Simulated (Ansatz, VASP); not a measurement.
# Two plane-wave programs on KMgF3

```xyz
5
Lattice="3.9859 0.0000 0.0000 0.0000 3.9859 0.0000 0.0000 0.0000 3.9859" Properties=species:S:1:pos:R:3 pbc="T T T"
K     1.9929    1.9929    1.9929
Mg    0.0000    0.0000    0.0000
F     1.9929    0.0000    0.0000
F     0.0000    1.9929    0.0000
F     0.0000    0.0000    1.9929
```

Alike in both runs: task relaxation of cell and atoms; functional LDA; k mesh 8 × 8 × 8; occupations fermi-dirac, width 0.02 eV; no spin polarisation.

|  | VASP | Ansatz |
| --- | --- | --- |
| version | VASP 6.6.1 | Ansatz 0.2.0 |
| potentials or method | VASP PAW LDA potentials, release 64 (K_sv, Mg, F), cutoff 600 eV | PAW plane waves |
| valence electrons in the cell | 32 | 40 |

VASP gave:

```
gap on the k mesh at the Fermi level, each at its own relaxed structure (eV) : 7.52
relaxed volume (Å³/atom)                                                     : 11.80
relaxed length of the cell vector where the two differ most in proportion (Å)              : 3.893
```

**Question.** What did Ansatz give for the same quantities?

**Answer.** gap on the k mesh at the Fermi level, each at its own relaxed structure (eV): 7.43; relaxed volume (Å³/atom): 11.95; relaxed length of the cell vector where the two differ most in proportion (Å): 3.909.

Ansatz warns that its potentials were made for another functional, while VASP's fit it. LDA's correlation is that of Perdew and Zunger in VASP and of Perdew and Wang (1992) in Ansatz. VASP's potentials hold 32 valence electrons a cell and Ansatz's 40, so a difference there can come from the potentials and not from the codes.
